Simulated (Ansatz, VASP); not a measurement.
# TaBi: VASP beside Ansatz

```
Ta Bi
1.0
     3.24671    0.00000    0.00000
     0.00000    3.24671    0.00000
     0.00000    0.00000    3.24671
Ta Bi
1 1
Direct
  0.00000 0.00000 0.00000
  0.50000 0.50000 0.50000
```

Change from the starting cell: volume scaled by 0.84, LAPW.

Alike in both runs: task single point; functional LDA; k mesh 11 × 11 × 11; occupations fermi-dirac, width 0.05 eV; no spin polarisation.

|  | VASP | Ansatz |
| --- | --- | --- |
| version | VASP 6.6.1 | Ansatz 0.2.0 |
| potentials or method | VASP PAW LDA potentials, release 64 (Ta_pv, Bi_d), cutoff 520 eV | all-electron LAPW, scalar-relativistic |

Ansatz gave:

| Quantity | Value |
| --- | --- |
| pressure (GPa) | 37.7 |

Estimate VASP's values.

pressure (GPa): 38.8.

LDA's correlation is that of Perdew and Zunger in VASP and of Perdew and Wang (1992) in Ansatz. Both programs put the cell under a high pressure, so it lies far from rest at this level. Ansatz ran all-electron here, and VASP with PAW potentials.

Neither program's run includes spin-orbit coupling.
